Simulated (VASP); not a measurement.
A run of VASP 6.6.1:

The input INCAR:

```
SYSTEM = Ir
PREC = Accurate ; ENCUT = 520
EDIFF = 1E-6 ; ISMEAR = 0
SIGMA = 0.15 ; LREAL = .False.
LASPH = .True. ; NELM = 100
ALGO = Normal ; ISIF = 2
LWAVE = .False. ; LCHARG = .True.
GGA = PE ; LELF = .True.
LVHAR = .True. ; NBANDS = 10
```

Contents of KPOINTS:

```
regular mesh
0
Gamma
  22 22 22
  0 0 0
```

POSCAR

```
Ir
1.0
    0.0000000000      2.1704818797      1.5136940629
    2.1704818797      0.0000000000      1.5136940629
    2.1704818797      2.1704818797      0.0000000000
Ir
1
Direct
    0.0000000000      0.0000000000      0.0000000000
```

Potentials or basis: VASP PAW PBE potentials, release 64 (Ir).

Command:

```bash
$ cat potpaw_PBE.64/Ir/POTCAR > POTCAR
$ mpirun -np 1 vasp_std > vasp.out
```

Hardware: 1 thread of Intel(R) Xeon(R) Platinum 8259CL CPU @ 2.50GHz (Skylake/Cascade Lake) (shared host).

Task: How long does it take, and how much memory?

Result: It took 75 s on 1 thread of Intel(R) Xeon(R) Platinum 8259CL CPU @ 2.50GHz (Skylake/Cascade Lake), with other jobs on the host, peak memory 0.24 GiB. Counts: scf iterations 12, k points 834.
